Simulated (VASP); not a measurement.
# KBr (Cm) in VASP: single point with PBE

Aim: the single point of KBr with PBE.

Program: VASP 6.6.1. These are calculated values, not measurements. Logs are shortened: lines on timing, memory, paths and dates and some standing lists are left out, and cuts for length are marked.

### 1 The cell of the first run

The structure is monoclinic, space group Cm (No. 8). Conventional cell: a = 5.517 Å, b = 5.474 Å, c = 4.007 Å, α = 90.00°, β = 91.45°, γ = 90.00°. Within 4.1 Å of K (site symmetry m) lie 8 Br at 3.12 to 3.82 Å and 6 K at 3.89 to 4.01 Å. Br (site symmetry m) has 8 K at 3.12 to 3.82 Å and 6 Br at 3.89 to 4.01 Å within 4.1 Å.

### 2 Single point, PBE (strained and its atoms moved)

The input, INCAR:

```
SYSTEM = KBr
PREC     = Accurate       ! precision mode
ENCUT    = 520            ! plane-wave cutoff, eV
EDIFF    = 1E-7           ! SCF threshold, eV
ISMEAR   = 0              ! smearing method
SIGMA    = 0.02           ! smearing width, eV
LREAL    = .FALSE.        ! projectors in reciprocal space
LASPH    = .TRUE.         ! aspherical terms in the spheres
NELM     = 60             ! most SCF steps
ALGO     = Normal         ! electronic algorithm
ISIF     = 2              ! what is computed and relaxed
LWAVE    = .FALSE.        ! write WAVECAR
LCHARG   = .FALSE.        ! write CHGCAR
GGA      = PE             ! functional
NBANDS   = 15             ! bands
```

The input, KPOINTS:

```
Automatic mesh
0
G
  6 6 6
  0 0 0
```

The input, POSCAR:

```
KBr
1.0
    4.0068244641      0.0354210512      0.0354210512
    0.0354210512      3.8855194941      0.0150013813
    0.0354210512      0.0150013813      3.8855194941
K Br
1 1
Direct
    0.0612076276      0.0061758956      0.0061758956
    0.4387923724      0.4938241044      0.4938241044
```

Potentials or basis: VASP PAW PBE potentials, release 64 (K_sv, Br).

The run is started by

```
> cat potpaw_PBE.64/K_sv/POTCAR potpaw_PBE.64/Br/POTCAR > POTCAR
> mpirun -np 1 vasp_std > vasp.out
```

OUTCAR:

```text
SYSTEM = KBr
   PREC = Accurate
   ENCUT = 520
   EDIFF = 1E-7
   ISMEAR = 0
   LREAL = .FALSE.
   LASPH = .TRUE.
   NELM = 60
   ISIF = 2
   GGA = PE

 ion  position               nearest neighbor table
   1  0.061  0.006  0.006-   2 3.12   2 3.13   2 3.13   2 3.17
   2  0.439  0.494  0.494-   1 3.12   1 3.13   1 3.13   1 3.17

  LATTYP: Found a base centered monoclinic cell.
 ALAT       =     5.5166244029
 B/A-ratio  =     0.9922261892
 C/A-ratio  =     0.7263749148
 COS(beta)  =    -0.0253404590

  Lattice vectors:

 A1 = (  -0.0354210512,  -3.8855194941,  -0.0150013813)
 A2 = (  -0.0354210512,  -0.0150013813,  -3.8855194941)
 A3 = (   4.0068244641,   0.0354210512,   0.0354210512)

Analysis of symmetry for initial positions (statically):
=====================================================================
 Subroutine PRICEL returns:
 Original cell was already a primitive cell.

 Routine SETGRP: Setting up the symmetry group for a
 base centered monoclinic supercell.

 Subroutine GETGRP returns: Found  2 space group operations
 (whereof  2 operations were pure point group operations)
 out of a pool of  4 trial point group operations.

The static configuration has the point symmetry C_1h.

Analysis of symmetry for dynamics (positions and initial velocities):
=====================================================================
 Subroutine PRICEL returns:
 Original cell was already a primitive cell.

 Routine SETGRP: Setting up the symmetry group for a
 base centered monoclinic supercell.

 Subroutine GETGRP returns: Found  2 space group operations
 (whereof  2 operations were pure point group operations)
 out of a pool of  4 trial point group operations.

The dynamic configuration has the point symmetry C_1h.

 Subroutine INISYM returns: Found  2 space group operations
 (whereof  2 operations are pure point group operations),
 and found     1 'primitive' translations

----------------------------------------------------------------------------------------

                                     Primitive cell

  volume of cell :      60.4815

  direct lattice vectors                    reciprocal lattice vectors
     4.006824464  0.035421051  0.035421051     0.249614275 -0.002266774 -0.002266774
     0.035421051  3.885519494  0.015001381    -0.002266774  0.257390264 -0.000973079
     0.035421051  0.015001381  3.885519494    -0.002266774 -0.000973079  0.257390264

  length of vectors
     4.007137580  3.885709901  3.885709901     0.249634859  0.257402085  0.257402085

  position of ions in fractional coordinates (direct lattice)
     0.061207628  0.006175896  0.006175896
     0.438792372  0.493824104  0.493824104

  ion indices of the primitive-cell ions
   primitive index   ion index
                 1           1
                 2           2

----------------------------------------------------------------------------------------

 KPOINTS: Automatic mesh

Automatic generation of k-mesh.
 Grid dimensions read from file:
 generate k-points for:    6    6    6

 Generating k-lattice:

  Cartesian coordinates                     Fractional coordinates (reciprocal lattice)
     0.041602379 -0.000377796 -0.000377796     0.166666667 -0.000000000 -0.000000000
    -0.000377796  0.042898377 -0.000162180     0.000000000  0.166666667  0.000000000
    -0.000377796 -0.000162180  0.042898377     0.000000000  0.000000000  0.166666667

  Length of vectors
     0.041605810  0.042900347  0.042900347

  Shift w.r.t. Gamma in fractional coordinates (k-lattice)
     0.000000000  0.000000000  0.000000000

 Subroutine IBZKPT returns following result:
 ===========================================

 Found     68 irreducible k-points:

 Following reciprocal coordinates:
            Coordinates               Weight
  0.000000  0.000000  0.000000      1.000000
  0.166667  0.000000  0.000000      2.000000
  0.333333  0.000000  0.000000      2.000000
  0.500000  0.000000  0.000000      1.000000
  0.000000  0.166667  0.000000      4.000000
  0.166667  0.166667  0.000000      4.000000
[... 16 lines left out ...]
  0.333333  0.166667  0.166667      2.000000
  0.500000  0.166667  0.166667      2.000000
 [... further k-points ...]
   k-points           NKPTS =     68   k-points in BZ     NKDIM =     68   number of bands    NBANDS=     15
   number of dos      NEDOS =    301   number of ions     NIONS =      2
   total plane-waves  NPLWV =  27000
   dimension x,y,z NGX =    30 NGY =   30 NGZ =   30
   dimension x,y,z NGXF=    60 NGYF=   60 NGZF=   60
   ions per type =               1   1
   NGX,Y,Z   is equivalent  to a cutoff of  12.45, 12.84, 12.84 a.u.
   NGXF,Y,Z  is equivalent  to a cutoff of  24.89, 25.67, 25.67 a.u.
 SYSTEM =  KBr
   PREC   = accura    normal or accurate (medium, high low for compatibility)
   ISTART =      0    job   : 0-new  1-cont  2-samecut
   ICHARG =      2    charge: 1-file 2-atom 10-const
   ISPIN  =      1    spin polarized calculation?
   LNONCOLLINEAR =      F non collinear calculations
   LSORBIT =      F    spin-orbit coupling
   LASPH  =      T    aspherical Exc in radial PAW
   ENCUT  =  520.0 eV  38.22 Ry    6.18 a.u.   7.45  7.22  7.22*2*pi/ulx,y,z
   NELM   =     60;   NELMIN=  2; NELMDL= -5     # of ELM steps
   EDIFF  = 0.1E-06   stopping-criterion for ELM
   LREAL  =      F    real-space projection
   EDIFFG = 0.1E-05   stopping-criterion for IOM
   NSW    =      0    number of steps for IOM
   IBRION =     -1    ionic relax: 0-MD 1-quasi-New 2-CG
   NFREE  =      0    steps in history (QN), initial steepest desc. (CG)
   ISIF   =      2    stress and relaxation
   ISYM   =      2    0-nonsym 1-usesym 2-fastsym
   POTIM  = 0.5000    time-step for ionic-motion
   TEBEG  =    0.0;   TEEND  =   0.0 temperature during run
   PSTRESS=    0.0 pullay stress
   NELECT =      16.0000    total number of electrons
   NUPDOWN=      -1.0000    fix difference up-down
   EMIN   =  10.00;   EMAX   =-10.00  energy-range for DOS
   EFERMI =   0.00;   METHOD = LEGACY
   ISMEAR =     0;   SIGMA  =   0.02  broadening in eV -4-tet -1-fermi 0-gaus
   EFERMI_NEDOS =   21; number of points for ismear=-14 and -15
   IALGO  =     38    algorithm
   IMIX   =      4    mixing-type and parameters
     AMIX     =   0.40;   BMIX     =  1.00
     AMIX_MAG =   1.60;   BMIX_MAG =  1.00
  volume/ion in A,a.u.               =      30.24       204.07
  Fermi-wavevector in a.u.,A,eV,Ry     =   1.050931  1.985971 15.027026  1.104455
  Thomas-Fermi vector in A             =   2.185954
   LORBIT       =      0    0 simple, 1 ext, 2 COOP (PROOUT), +10 PAW based schemes
   GGA     = PE    functional components
   LHFCALC =     F    Hartree Fock is set to
   AEXX    =    0.0000 exact exchange contribution
   IVDW    =     0    specifies the selected vdW correction
   LEPSILON=     F    determine dielectric tensor
   LRPA    =     F    only Hartree local field effects (RPA)
 non-spin polarized calculation
 Gauss-broadening in eV      SIGMA  =   0.02
  energy-cutoff  :      520.00
  volume of cell :       60.48
 maximum number of plane-waves:      1643
 NGX is ok and might be reduce to    30
   NGX = 15   NGY = 15   NGZ = 15

 number of electron      15.9999999 magnetization

 Free energy of the ion-electron system (eV)
  ---------------------------------------------------
  ext. energy  EPLUGINS =         0.00000000
  ---------------------------------------------------
  free energy    TOTEN  =        -5.92373054 eV

  energy without entropy =       -5.92373054  energy(sigma->0) =       -5.92373054

 E-fermi :  -0.2916     XC(G=0):  -8.1551

 val. band max:       -0.3978690957   @ k =   0.5000   0.5000   0.0000
 cond. band min:       3.8457194961   @ k =   0.0000   0.0000   0.0000
 fundamental gap:      4.2435885918
 Fermi energy:        -0.2916363770

 k-point     1 :       0.0000    0.0000    0.0000
  band No.  band energies     occupation
      1     -28.7643      2.00000
      2     -13.3768      2.00000
      3     -12.1894      2.00000
      4     -12.1872      2.00000
      5     -12.1399      2.00000
      6      -0.8286      2.00000
      7      -0.5906      2.00000
      8      -0.5763      2.00000
      9       3.8457      0.00000
     10       5.4090      0.00000
     11       5.9159      0.00000
     12       9.5221      0.00000
     13       9.7055      0.00000
     14       9.7445      0.00000
     15      11.1862      0.00000

 k-point     2 :       0.1667    0.0000    0.0000
  band No.  band energies     occupation
      1     -28.7613      2.00000
      2     -13.4088      2.00000
      3     -12.1838      2.00000
      4     -12.1820      2.00000
      5     -12.1024      2.00000
      6      -1.3535      2.00000
      7      -0.5896      2.00000
      8      -0.5749      2.00000
      9       4.5026      0.00000
     10       5.5991      0.00000
     11       6.4808      0.00000
     12       9.5931      0.00000
     13       9.5942      0.00000
     14       9.6387      0.00000
     15      11.2243      0.00000

 k-point     3 :       0.3333    0.0000    0.0000
  band No.  band energies     occupation
      1     -28.7553      2.00000
      2     -13.4731      2.00000
      3     -12.1725      2.00000
      4     -12.1710      2.00000
      5     -12.0239      2.00000
      6      -2.1608      2.00000
      7      -0.5883      2.00000
      8      -0.5694      2.00000
      9       5.7746      0.00000
     10       6.0964      0.00000
     11       7.6007      0.00000
     12       9.4341      0.00000
     13       9.4573      0.00000
     14       9.8290      0.00000
     15       9.9727      0.00000

 k-point     4 :       0.5000    0.0000    0.0000
  band No.  band energies     occupation
      1     -28.7523      2.00000
      2     -13.5053      2.00000
      3     -12.1668      2.00000
      4     -12.1654      2.00000
      5     -11.9826      2.00000
      6      -2.4967      2.00000
      7      -0.5881      2.00000
      8      -0.5668      2.00000
      9       6.4693      0.00000
     10       6.6538      0.00000
     11       7.9009      0.00000
     12       9.0926      0.00000
     13       9.4362      0.00000
     14       9.5551      0.00000
     15       9.9423      0.00000
[... 307 lines left out ...]
 k-point    22 :       0.1667    0.1667    0.1667
  band No.  band energies     occupation
      1     -28.7526      2.00000
      2     -13.3996      2.00000
      3     -12.2385      2.00000
      4     -12.2366      2.00000
      5     -11.9982      2.00000
      6      -1.2927      2.00000
      7      -1.0711      2.00000
      8      -1.0086      2.00000
      9       5.4663      0.00000
     10       6.5440      0.00000
     11       6.7166      0.00000
     12       8.7118      0.00000
     13       8.9011      0.00000
     14       9.7045      0.00000
     15      11.3128      0.00000

 k-point    23 :       0.3333    0.1667    0.1667
  band No.  band energies     occupation
      1     -28.7468      2.00000
      2     -13.3804      2.00000
      3     -12.2694      2.00000
      4     -12.2231      2.00000
      5     -11.9956      2.00000
      6      -1.9185      2.00000
      7      -1.0055      2.00000
      8      -0.9912      2.00000
      9       6.2845      0.00000
     10       6.7143      0.00000
     11       7.5828      0.00000
     12       8.2242      0.00000
     13       8.6350      0.00000
     14       9.5644      0.00000
     15      11.3260      0.00000

 k-point    24 :       0.5000    0.1667    0.1667
  band No.  band energies     occupation
      1     -28.7439      2.00000
      2     -13.3810      2.00000
      3     -12.2708      2.00000
      4     -12.2168      2.00000
      5     -11.9947      2.00000
      6      -2.2234      2.00000
      7      -1.0051      2.00000
      8      -0.9180      2.00000
      9       6.6679      0.00000
     10       6.8160      0.00000
     11       7.4371      0.00000
     12       8.6310      0.00000
     13       8.6977      0.00000
     14       9.8416      0.00000
     15      10.7650      0.00000

 [... further k-points ...]
[... 5 lines left out ...]
  --------------------------------------------------------------------------------------
  -------------------------------------------------------------------------------------
  Total        0.7292898      1.5063604      1.5063604      0.0673096     -0.0390895      0.0673096
  in kB       19.3191694     39.9040686     39.9040686      1.7830563     -1.0354952      1.7830563
  external PRESSURE =      33.0424356 kB  Pullay stress =       0.0000000 kB

 VOLUME and BASIS-vectors are now :
 -----------------------------------------------------------------------------
  energy-cutoff  :      520.00
  volume of cell :       60.48
      direct lattice vectors                 reciprocal lattice vectors
     4.006824464  0.035421051  0.035421051     0.249614275 -0.002266774 -0.002266774
     0.035421051  3.885519494  0.015001381    -0.002266774  0.257390264 -0.000973079
     0.035421051  0.015001381  3.885519494    -0.002266774 -0.000973079  0.257390264

 POSITION                                       TOTAL-FORCE (eV/Angst)
 -----------------------------------------------------------------------------------
      0.24569      0.02626      0.02626        -0.505220     -0.035664     -0.035664
      1.79315      1.94171      1.94171         0.505220      0.035664      0.035664
 -----------------------------------------------------------------------------------
    total drift:                                0.000171      0.000146      0.000146

  FREE ENERGIE OF THE ION-ELECTRON SYSTEM (eV)
  ---------------------------------------------------
  free  energy   TOTEN  =        -5.9237305387 eV

  energy  without entropy=       -5.9237305387  energy(sigma->0) =       -5.92373054
```

Run time: 44 s. Hardware: 1 thread of Intel Xeon Platinum 8259CL at 2.50GHz (Skylake/Cascade Lake), shared host; peak memory 0.2 GiB.

What came out:

| Quantity | Value |
| --- | --- |
| Free energy | -5.9237 eV |
| Pressure | 3.3 GPa |
| Largest force | 0.508 eV/Å |
| Band gap on the k mesh | 4.24 eV, indirect (least direct gap 4.42 eV) |

Forces on the atoms (eV/Å):
```
K   -0.505 -0.036 -0.036
Br   0.505  0.036  0.036
```

Stress tensor (GPa, compression positive):
```
 1.93  0.18  0.18
 0.18  3.99 -0.10
 0.18 -0.10  3.99
```

Levels at points of the mesh, in eV from the valence-band top:
| k point | band 4 | band 5 | band 6 | band 7 | band 8 | band 9 | band 10 | band 11 | band 12 | band 13 |
| --- | --- | --- | --- | --- | --- | --- | --- | --- | --- | --- |
| (0.00, 0.00, 0.00) | -11.79 | -11.74 | -0.43 | -0.19 | -0.18 | 4.24 | 5.81 | 6.31 | 9.92 | 10.10 |
| (0.50, 0.00, 0.00) | -11.77 | -11.58 | -2.10 | -0.19 | -0.17 | 6.87 | 7.05 | 8.30 | 9.49 | 9.83 |
| (0.00, 0.50, 0.00) | -11.76 | -11.50 | -2.13 | -0.25 | -0.21 | 6.69 | 7.02 | 8.11 | 8.29 | 10.11 |
| (0.50, 0.50, 0.00) | -11.75 | -11.74 | -1.57 | -1.41 | 0.00 | 5.33 | 6.78 | 8.38 | 8.49 | 10.53 |
| (0.00, 0.50, 0.50) | -12.00 | -11.77 | -1.49 | -1.47 | -0.07 | 5.52 | 6.92 | 8.17 | 8.17 | 11.32 |
| (0.50, 0.50, 0.50) | -11.97 | -11.92 | -1.57 | -1.56 | -1.50 | 7.30 | 7.40 | 7.85 | 10.04 | 10.60 |

Caveat: the cell differs from its parent crystal (strained and its atoms moved).
